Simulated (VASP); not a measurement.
A run of VASP 6.6.1 is set up as follows.

File INCAR:

```
  ALGO = Normal
  EDIFF = 1E-6
  ENCUT = 520
  GGA = PE
  ISIF = 2
  ISMEAR = 0
  LASPH = True
  LCHARG = False
  LREAL = False
  LWAVE = False
  NBANDS = 28
  NELM = 100
  PREC = Accurate
  SIGMA = 0.05
```

File KPOINTS:

```
k-points
0
Gamma
  6 6 6
```

POSCAR

```
BaTiO3
1.0
    2.8630706910      1.6529946342      2.3563003940
   -2.8630706910      1.6529946342      2.3563003940
    0.0000000000     -3.3059892684      2.3563003940
Ba Ti O
1 1 3
Direct
    0.0191009907      0.0191009907      0.0191009907
    0.5191875227      0.5191875227      0.5191875227
    0.4883938465      0.4883938465      0.9777702638
    0.4883938465      0.9777702638      0.4883938465
    0.9777702638      0.4883938465      0.4883938465
```

Potentials or basis: VASP PAW PBE potentials, release 64 (Ba_sv, Ti_sv, O).

Launch:

```bash
$ cat potpaw_PBE.64/Ba_sv/POTCAR potpaw_PBE.64/Ti_sv/POTCAR potpaw_PBE.64/O/POTCAR > POTCAR
$ mpirun -np 1 vasp_std > vasp.out
```

(1) Estimate the largest force.

(2) What does it give for the pressure?

Results:

(1) 0.649 eV/Å.

(2) 2.2 GPa.

Caveat: the cell differs from its parent crystal (all Ba atoms moved -0.100 Å, as atom 1 towards its neighbour atom 2 (Ti) at 3.434 Å).
